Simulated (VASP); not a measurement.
# W12C in VASP: a series of runs

W12C is run at these levels: PBE; tasks: single point.

All numbers are computed with VASP 6.6.1; they aren't measurements. Logs are shortened: lines on timing, memory, paths and dates and some standing lists are left out, and cuts for length are marked.

## (1) The cell of the first run

The cell holds a slab with vacuum, 13 atoms: a = 5.514 Å, b = 5.514 Å, c = 19.856 Å, α = 90.00°, β = 90.00°, γ = 109.47°.

## (2) Single point, PBE

Input file INCAR:

```
PREC = Accurate ; ENCUT = 520
EDIFF = 1E-6 ; ISMEAR = 0
SIGMA = 0.1 ; LREAL = False
LASPH = True ; NELM = 60
ALGO = Normal ; ISIF = 2
LWAVE = False ; LCHARG = False
LDIPOL = True ; IDIPOL = 3
DIPOL = 0.5 0.5 0.325 ; GGA = PE
NBANDS = 98
```

Input file KPOINTS:

```
Automatic mesh
0
Gamma
  5 5 1
```

Input file POSCAR:

```
W12C
1.0
    5.5143287196      0.0000000000      0.0000000000
   -1.8381095732      5.1989589751      0.0000000000
    0.0000000000      0.0000000000     19.8562160745
W C
12 1
Direct
    0.2500000000      0.2500000000      0.2014482510
    0.2500000000      0.7500000000      0.2014482510
    0.7500000000      0.2500000000      0.2014482510
    0.7500000000      0.7500000000      0.2014482510
    0.0000000000      0.0000000000      0.3111437104
    0.0000000000      0.5000000000      0.3111437104
    0.5000000000      0.0000000000      0.3111437104
    0.5000000000      0.5000000000      0.3111437104
    0.2500000000      0.2500000000      0.4208362783
    0.2500000000      0.7500000000      0.4208362783
    0.7500000000      0.2500000000      0.4208362783
    0.7500000000      0.7500000000      0.4208362783
    0.4166666667      0.4166666667      0.4956250708
```

Potentials or basis: VASP PAW PBE potentials, release 64 (W_sv, C).

The run is started by

```bash
$ cat potpaw_PBE.64/W_sv/POTCAR potpaw_PBE.64/C/POTCAR > POTCAR
$ mpirun -np 1 vasp_std > vasp.out
```

OUTCAR:

```text
PREC = Accurate
   ENCUT = 520
   EDIFF = 1E-6
   ISMEAR = 0
   LREAL = False
   LASPH = True
   NELM = 60
   ISIF = 2
   GGA = PE

 ion  position               nearest neighbor table
   1  0.250  0.250  0.201-   5 2.70   8 2.70   3 2.76   3 2.76   2 2.76   2 2.76   7 3.13   6 3.13
                             4 3.18   4 3.18
   2  0.250  0.750  0.201-   6 2.70   7 2.70   4 2.76   4 2.76   1 2.76   1 2.76   5 3.13   8 3.13
                             3 3.18   3 3.18
   3  0.750  0.250  0.201-   6 2.70   7 2.70   1 2.76   1 2.76   4 2.76   4 2.76   5 3.13   8 3.13
                             2 3.18   2 3.18
   4  0.750  0.750  0.201-   5 2.70   8 2.70   2 2.76   2 2.76   3 2.76   3 2.76   7 3.13   6 3.13
                             1 3.18   1 3.18
   5  0.000  0.000  0.311-   9 2.70  12 2.70   1 2.70   4 2.70   7 2.76   7 2.76   6 2.76   6 2.76
                            11 3.13  10 3.13   3 3.13   2 3.13   8 3.18   8 3.18
   6  0.000  0.500  0.311-  10 2.70  11 2.70   2 2.70   3 2.70   8 2.76   8 2.76   5 2.76   5 2.76
                             9 3.13  12 3.13   1 3.13   4 3.13   7 3.18   7 3.18
   7  0.500  0.000  0.311-  10 2.70  11 2.70   2 2.70   3 2.70   5 2.76   5 2.76   8 2.76   8 2.76
                             9 3.13  12 3.13   1 3.13   4 3.13   6 3.18   6 3.18
   8  0.500  0.500  0.311-   9 2.70  12 2.70   1 2.70   4 2.70   6 2.76   6 2.76   7 2.76   7 2.76
                            11 3.13  10 3.13   3 3.13   2 3.13   5 3.18   5 3.18
   9  0.250  0.250  0.421-  13 1.83   8 2.70   5 2.70  11 2.76  11 2.76  10 2.76  10 2.76   6 3.13
                             7 3.13  12 3.18  12 3.18
  10  0.250  0.750  0.421-   6 2.70   7 2.70  13 2.75  12 2.76  12 2.76   9 2.76   9 2.76   8 3.13
                             5 3.13  11 3.18  11 3.18
  11  0.750  0.250  0.421-   6 2.70   7 2.70  13 2.75   9 2.76   9 2.76  12 2.76  12 2.76   8 3.13
                             5 3.13  10 3.18  10 3.18
  12  0.750  0.750  0.421-  13 2.59   8 2.70   5 2.70  10 2.76  10 2.76  11 2.76  11 2.76   6 3.13
                             7 3.13   9 3.18   9 3.18
  13  0.417  0.417  0.496-   9 1.83  12 2.59  11 2.75  10 2.75

  LATTYP: Found a base centered orthorhombic cell.
 ALAT       =     6.3673983413
 B/A-ratio  =     1.4142135624
 C/A-ratio  =     3.1184190167

  Lattice vectors:

 A1 = (   5.5143287196,   0.0000000000,   0.0000000000)
 A2 = (  -1.8381095732,   5.1989589751,   0.0000000000)
 A3 = (   0.0000000000,   0.0000000000,  19.8562160745)

Analysis of symmetry for initial positions (statically):
=====================================================================
 Subroutine PRICEL returns:
 Original cell was already a primitive cell.

 Routine SETGRP: Setting up the symmetry group for a
 base centered orthorhombic supercell.

 Subroutine GETGRP returns: Found  2 space group operations
 (whereof  2 operations were pure point group operations)
 out of a pool of  8 trial point group operations.

The static configuration has the point symmetry C_1h.

Analysis of symmetry for dynamics (positions and initial velocities):
=====================================================================
 Subroutine PRICEL returns:
 Original cell was already a primitive cell.

 Routine SETGRP: Setting up the symmetry group for a
 base centered orthorhombic supercell.

 Subroutine GETGRP returns: Found  2 space group operations
 (whereof  2 operations were pure point group operations)
 out of a pool of  8 trial point group operations.

The dynamic configuration has the point symmetry C_1h.

 Subroutine INISYM returns: Found  2 space group operations
 (whereof  2 operations are pure point group operations),
 and found     1 'primitive' translations

----------------------------------------------------------------------------------------

                                     Primitive cell

  volume of cell :     569.2533

  direct lattice vectors                    reciprocal lattice vectors
     5.514328720  0.000000000  0.000000000     0.181345736  0.064115400  0.000000000
    -1.838109573  5.198958975  0.000000000     0.000000000  0.192346199  0.000000000
     0.000000000  0.000000000 19.856216075     0.000000000  0.000000000  0.050362063

  length of vectors
     5.514328720  5.514328720 19.856216075     0.192346199  0.192346199  0.050362063

  position of ions in fractional coordinates (direct lattice)
     0.250000000  0.250000000  0.201448251
     0.250000000  0.750000000  0.201448251
     0.750000000  0.250000000  0.201448251
     0.750000000  0.750000000  0.201448251
     0.000000000  0.000000000  0.311143710
[... 53 lines left out ...]
  0.000000  0.000000  0.000000      1.000000
  0.200000  0.000000  0.000000      4.000000
  0.400000  0.000000  0.000000      4.000000
  0.200000  0.200000  0.000000      2.000000
  0.400000  0.200000  0.000000      4.000000
 -0.400000  0.200000  0.000000      4.000000
 -0.200000  0.200000  0.000000      2.000000
  0.400000  0.400000  0.000000      2.000000
 -0.400000  0.400000  0.000000      2.000000
   k-points           NKPTS =      9   k-points in BZ     NKDIM =      9   number of bands    NBANDS=     98
   number of dos      NEDOS =    301   number of ions     NIONS =     13
   total plane-waves  NPLWV = 264600
   dimension x,y,z NGX =    42 NGY =   42 NGZ =  150
   dimension x,y,z NGXF=    84 NGYF=   84 NGZF=  300
   ions per type =              12   1
   NGX,Y,Z   is equivalent  to a cutoff of  12.66, 12.66, 12.56 a.u.
   NGXF,Y,Z  is equivalent  to a cutoff of  25.32, 25.32, 25.12 a.u.
 SYSTEM =  unknown system
   PREC   = accura    normal or accurate (medium, high low for compatibility)
   ISTART =      0    job   : 0-new  1-cont  2-samecut
   ICHARG =      2    charge: 1-file 2-atom 10-const
   ISPIN  =      1    spin polarized calculation?
   LNONCOLLINEAR =      F non collinear calculations
   LSORBIT =      F    spin-orbit coupling
   LASPH  =      T    aspherical Exc in radial PAW
   ENCUT  =  520.0 eV  38.22 Ry    6.18 a.u.  10.25 10.25 36.92*2*pi/ulx,y,z
   NELM   =     60;   NELMIN=  2; NELMDL= -5     # of ELM steps
   EDIFF  = 0.1E-05   stopping-criterion for ELM
   LREAL  =      F    real-space projection
   EDIFFG = 0.1E-04   stopping-criterion for IOM
   NSW    =      0    number of steps for IOM
   IBRION =     -1    ionic relax: 0-MD 1-quasi-New 2-CG
   NFREE  =      0    steps in history (QN), initial steepest desc. (CG)
   ISIF   =      2    stress and relaxation
   ISYM   =      2    0-nonsym 1-usesym 2-fastsym
   POTIM  = 0.5000    time-step for ionic-motion
   TEBEG  =    0.0;   TEEND  =   0.0 temperature during run
   PSTRESS=    0.0 pullay stress
   NELECT =     172.0000    total number of electrons
   NUPDOWN=      -1.0000    fix difference up-down
   EMIN   =  10.00;   EMAX   =-10.00  energy-range for DOS
   EFERMI =   0.00;   METHOD = LEGACY
   ISMEAR =     0;   SIGMA  =   0.10  broadening in eV -4-tet -1-fermi 0-gaus
   EFERMI_NEDOS =   21; number of points for ismear=-14 and -15
   IALGO  =     38    algorithm
   IMIX   =      4    mixing-type and parameters
     AMIX     =   0.40;   BMIX     =  1.00
     AMIX_MAG =   1.60;   BMIX_MAG =  1.00
  volume/ion in A,a.u.               =      43.79       295.50
  Fermi-wavevector in a.u.,A,eV,Ry     =   1.098540  2.075939 16.419371  1.206790
  Thomas-Fermi vector in A             =   2.234919
   LORBIT       =      0    0 simple, 1 ext, 2 COOP (PROOUT), +10 PAW based schemes
   GGA     = PE    functional components
   LHFCALC =     F    Hartree Fock is set to
   AEXX    =    0.0000 exact exchange contribution
   IVDW    =     0    specifies the selected vdW correction
   LEPSILON=     F    determine dielectric tensor
   LRPA    =     F    only Hartree local field effects (RPA)
 non-spin polarized calculation
 Gauss-broadening in eV      SIGMA  =   0.10
  energy-cutoff  :      520.00
  volume of cell :      569.25
 maximum number of plane-waves:     15340
 NGX is ok and might be reduce to    42
   NGX = 21   NGY = 21   NGZ = 73

 dipolmoment           0.000000      0.000000     -0.020964 electrons x Angstroem

 number of electron     172.0000030 magnetization

 dipolmoment           0.000000      0.000000      0.136735 electrons x Angstroem

 Free energy of the ion-electron system (eV)
  ---------------------------------------------------
  ext. energy  EPLUGINS =         0.00000000
  ---------------------------------------------------
  free energy    TOTEN  =      -151.25225629 eV

  energy without entropy =     -151.20564809  energy(sigma->0) =     -151.22895219

 E-fermi :   0.4896     XC(G=0):  -5.7537

 val. band max:        0.4862852499   @ k =   0.0000   0.0000   0.0000
 cond. band min:       0.5234956462   @ k =  -0.4000   0.2000   0.0000
 fundamental gap:      0.0372103963
 Fermi energy:         0.4896376583

 k-point     1 :       0.0000    0.0000    0.0000
  band No.  band energies     occupation
      1     -73.6423      2.00000
      2     -73.5608      2.00000
      3     -73.5579      2.00000
      4     -73.5423      2.00000
      5     -73.5310      2.00000
      6     -73.5251      2.00000
[... 898 lines left out ...]
     97       1.7600      0.00000
     98       1.8450      0.00000

------------------------ aborting loop because EDIFF is reached ----------------------------------------

 vacuum level on the upper side and lower side of the slab       (xc-potential included)         0.402        -0.427

  FORCE on cell =-STRESS in cart. coord.  units (eV):
  Direction    XX          YY          ZZ          XY          YZ          ZX
  --------------------------------------------------------------------------------------
  -------------------------------------------------------------------------------------
  Total      -10.7478942    -12.8535580      4.1190639     -2.9778583      4.1663254      2.9460402
  in kB      -30.2502127    -36.1766554     11.5932067     -8.3812555     11.7262254      8.2917027
  external PRESSURE =     -18.2778871 kB  Pullay stress =       0.0000000 kB

 VOLUME and BASIS-vectors are now :
 -----------------------------------------------------------------------------
  energy-cutoff  :      520.00
  volume of cell :      569.25
      direct lattice vectors                 reciprocal lattice vectors
     5.514328720  0.000000000  0.000000000     0.181345736  0.064115400  0.000000000
    -1.838109573  5.198958975  0.000000000     0.000000000  0.192346199  0.000000000
     0.000000000  0.000000000 19.856216075     0.000000000  0.000000000  0.050362063

 POSITION                                       TOTAL-FORCE (eV/Angst)
 -----------------------------------------------------------------------------------
      0.91905      1.29974      4.00000        -0.052548     -0.074314      0.083834
      0.00000      3.89922      4.00000         0.016853     -0.042840     -0.236707
      3.67622      1.29974      4.00000        -0.046008      0.001609     -0.236707
      2.75716      3.89922      4.00000         0.128452      0.181658      0.123917
      0.00000      0.00000      6.17814        -0.213729     -0.302259     -0.854581
     -0.91905      2.59948      6.17814        -0.052166      0.002664      0.073472
      2.75716      0.00000      6.17814         0.019900     -0.048295      0.073472
      1.83811      2.59948      6.17814         0.167034      0.236221     -0.646012
      0.91905      1.29974      8.35622        -1.170963     -1.655992     -0.932343
      0.00000      3.89922      8.35622         0.172661     -0.621497      0.633691
      3.67622      1.29974      8.35622        -0.643506     -0.044379      0.633691
      2.75716      3.89922      8.35622        -0.331177     -0.468355      1.175103
      1.53176      2.16623      9.84124         2.005198      2.835778      0.109168
 -----------------------------------------------------------------------------------
    total drift:                               -0.000000     -0.000001      0.001072

  FREE ENERGIE OF THE ION-ELECTRON SYSTEM (eV)
  ---------------------------------------------------
  free  energy   TOTEN  =      -151.2522562870 eV

  energy  without entropy=     -151.2056480867  energy(sigma->0) =     -151.22895219

 vacuum level on the upper side and lower side of the slab         6.240         5.377
```

It took 29 min on 1 thread of Intel Xeon Platinum 8488C (Sapphire Rapids), shared host; peak memory 0.77 GiB.

What came out:

| Property | Result |
| --- | --- |
| Free energy | -151.2523 eV |
| Largest force | 3.475 eV/Å |
| Band gap on the k mesh | zero (band 86 reaches 1.43 eV, above the bottom of band 87 at 0.11 eV) |

Forces in eV/Å, atoms in the order of the input:
```
W   -0.053 -0.074  0.084
W    0.017 -0.043 -0.237
W   -0.046  0.002 -0.237
W    0.128  0.182  0.124
W   -0.214 -0.302 -0.855
W   -0.052  0.003  0.073
W    0.020 -0.048  0.073
W    0.167  0.236 -0.646
W   -1.171 -1.656 -0.932
W    0.173 -0.621  0.634
W   -0.644 -0.044  0.634
W   -0.331 -0.468  1.175
C    2.005  2.836  0.109
```

Levels at points of the mesh, in eV from the Fermi level:
```
           k point  band 84  band 85  band 86  band 87  band 88  band 89
(0.00, 0.00, 0.00)     0.30     0.76     0.94     1.09     1.29     1.41
```

Caveat: spin-orbit coupling is left out, which moves the levels of the heavy elements.

## (3) Single point, PBE

Input file INCAR:

```
SYSTEM = W12C
PREC = Accurate ; ENCUT = 520
EDIFF = 1E-7 ; ISMEAR = 0
SIGMA = 0.1 ; LREAL = .FALSE.
LASPH = .TRUE. ; NELM = 80
ALGO = Normal ; ISIF = 2
LWAVE = .FALSE. ; LCHARG = .FALSE.
LDIPOL = .TRUE. ; IDIPOL = 3
DIPOL = 0.5 0.5 0.326 ; GGA = PE
NBANDS = 98
```

Input file KPOINTS:

```
Automatic mesh
0
G
  5 5 1
  0 0 0
```

POSCAR: that of step 2 with these lines changed.

```diff
@@ -20,2 +20,2 @@
     0.7500000000      0.7500000000      0.4208362783
-    0.4166666667      0.4166666667      0.4956250708
+    0.3333333333      0.3333333333      0.5102913700
```

Potentials or basis: VASP PAW PBE potentials, release 64 (W_sv, C).

The run is started by

```bash
$ cat potpaw_PBE.64/W_sv/POTCAR potpaw_PBE.64/C/POTCAR > POTCAR
$ mpirun -np 1 vasp_std > vasp.out
```

OUTCAR:

```text
SYSTEM = W12C
   PREC = Accurate
   ENCUT = 520
   EDIFF = 1E-7
   ISMEAR = 0
   LREAL = .FALSE.
   LASPH = .TRUE.
   NELM = 80
   ISIF = 2
   GGA = PE

 ion  position               nearest neighbor table
   1  0.250  0.250  0.201-   5 2.70   8 2.70   3 2.76   3 2.76   2 2.76   2 2.76   7 3.13   6 3.13
                             4 3.18   4 3.18
   2  0.250  0.750  0.201-   6 2.70   7 2.70   4 2.76   4 2.76   1 2.76   1 2.76   5 3.13   8 3.13
                             3 3.18   3 3.18
   3  0.750  0.250  0.201-   6 2.70   7 2.70   1 2.76   1 2.76   4 2.76   4 2.76   5 3.13   8 3.13
                             2 3.18   2 3.18
[... 1146 lines left out ...]
  energy-cutoff  :      520.00
  volume of cell :      569.25
      direct lattice vectors                 reciprocal lattice vectors
     5.514328720  0.000000000  0.000000000     0.181345736  0.064115400  0.000000000
    -1.838109573  5.198958975  0.000000000     0.000000000  0.192346199  0.000000000
     0.000000000  0.000000000 19.856216075     0.000000000  0.000000000  0.050362063

 POSITION                                       TOTAL-FORCE (eV/Angst)
 -----------------------------------------------------------------------------------
      0.91905      1.29974      4.00000         0.003142      0.004444      0.115917
      0.00000      3.89922      4.00000        -0.032043     -0.000543     -0.211344
      3.67622      1.29974      4.00000         0.010169     -0.030391     -0.211344
      2.75716      3.89922      4.00000         0.051786      0.073236      0.174891
      0.00000      0.00000      6.17814        -0.264326     -0.373813     -0.653842
     -0.91905      2.59948      6.17814        -0.179063      0.038629      0.016573
      2.75716      0.00000      6.17814         0.096107     -0.155946      0.016573
      1.83811      2.59948      6.17814         0.366974      0.518979     -0.716670
      0.91905      1.29974      8.35622        -0.672046     -0.950416      0.216894
      0.00000      3.89922      8.35622         0.067626     -0.481710      0.535713
      3.67622      1.29974      8.35622        -0.476702     -0.096811      0.535713
      2.75716      3.89922      8.35622         0.117809      0.166608      0.076115
      1.22541      1.73299     10.13246         0.910566      1.287735      0.104813
 -----------------------------------------------------------------------------------
    total drift:                                0.000005      0.000007      0.000934

  FREE ENERGIE OF THE ION-ELECTRON SYSTEM (eV)
  ---------------------------------------------------
  free  energy   TOTEN  =      -149.9349563561 eV

  energy  without entropy=     -149.8798879253  energy(sigma->0) =     -149.90742214

 vacuum level on the upper side and lower side of the slab         6.338         5.269
```

OSZICAR:

```text
N       E                     dE             d eps       ncg     rms          rms(c)
DAV:   1     0.220921363771E+04    0.22092E+04   -0.10694E+05  2212   0.168E+03
DAV:   2    -0.485285758964E+02   -0.22577E+04   -0.22248E+04  1974   0.527E+02
DAV:   3    -0.155135663523E+03   -0.10661E+03   -0.10304E+03  2190   0.111E+02
[... 27 lines left out ...]
DAV:  31    -0.149934953377E+03   -0.42775E-05   -0.16939E-07  1248   0.134E-03    0.579E-04
DAV:  32    -0.149934955319E+03   -0.19422E-05   -0.85458E-08  1232   0.734E-04    0.595E-04
DAV:  33    -0.149934956004E+03   -0.68524E-06   -0.33706E-08  1192   0.538E-04    0.269E-04
DAV:  34    -0.149934956268E+03   -0.26368E-06   -0.17645E-08  1088   0.351E-04    0.142E-04
DAV:  35    -0.149934956356E+03   -0.88105E-07   -0.73135E-09  1056   0.202E-04
   1 F= -.14993496E+03 E0= -.14990742E+03  d E =-.550684E-01
```

Run time: 44 min. Hardware: 1 thread of AMD EPYC 7R43 (Zen 3), shared host; peak memory 0.72 GiB.

What came out:

- Free energy: -149.9350 eV
- Largest force: 1.581 eV/Å
- Band gap on the k mesh: zero (band 86 reaches 1.54 eV, above the bottom of band 87 at 0.12 eV)

Forces on the atoms (eV/Å):
```
W    0.003  0.004  0.116
W   -0.032 -0.001 -0.211
W    0.010 -0.030 -0.211
W    0.052  0.073  0.175
W   -0.264 -0.374 -0.654
W   -0.179  0.039  0.017
W    0.096 -0.156  0.017
W    0.367  0.519 -0.717
W   -0.672 -0.950  0.217
W    0.068 -0.482  0.536
W   -0.477 -0.097  0.536
W    0.118  0.167  0.076
C    0.911  1.288  0.105
```

Levels at points of the mesh, in eV from the Fermi level:
| k point | band 82 | band 83 | band 84 | band 85 | band 86 | band 87 | band 88 | band 89 | band 90 | band 91 |
| --- | --- | --- | --- | --- | --- | --- | --- | --- | --- | --- |
| (0.00, 0.00, 0.00) | -0.12 | 0.10 | 0.16 | 0.85 | 1.10 | 1.12 | 1.24 | 1.50 | 1.60 | 1.74 |

Caveat: spin-orbit coupling is left out, which moves the levels of the heavy elements.
